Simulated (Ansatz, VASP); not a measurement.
## Two plane-wave programs on Si2Ge

```xyz
6
Lattice="3.8900 0.0000 0.0000 -1.9450 3.3688 0.0000 0.0000 0.0000 9.5300" Properties=species:S:1:pos:R:3 pbc="T T T"
Si    0.0000    0.0000    8.3387
Si    0.0000    2.2459    7.5449
Si    0.0000    0.0000    1.1912
Si    1.9450    1.1229    1.9851
Ge    0.0000    2.2459    5.1624
Ge    1.9450    1.1229    4.3676
```

Alike in both runs: task relaxation of cell and atoms; functional PBE; k mesh 5 × 5 × 2; occupations gaussian, width 0.2 eV; no spin polarisation.

```csv
,VASP,Ansatz
version,VASP 6.6.1,Ansatz 0.2.0
potentials or method,"VASP PAW PBE potentials, release 64 (Si, Ge_d), cutoff 600 eV","scalar-relativistic, plane waves, PAW"
valence electrons in the cell,44,44
```

|  | VASP | Ansatz | Ansatz less VASP |
| --- | --- | --- | --- |
| gap on the k mesh at the Fermi level, each at its own relaxed structure (eV) | 0.54 | 0.55 | +0.004 |
| relaxed volume (Å³/atom) | 21.42 | 21.45 | +0.030 |
| relaxed cell length with the largest relative difference (Å) | 9.579 | 9.597 | +0.0185 |
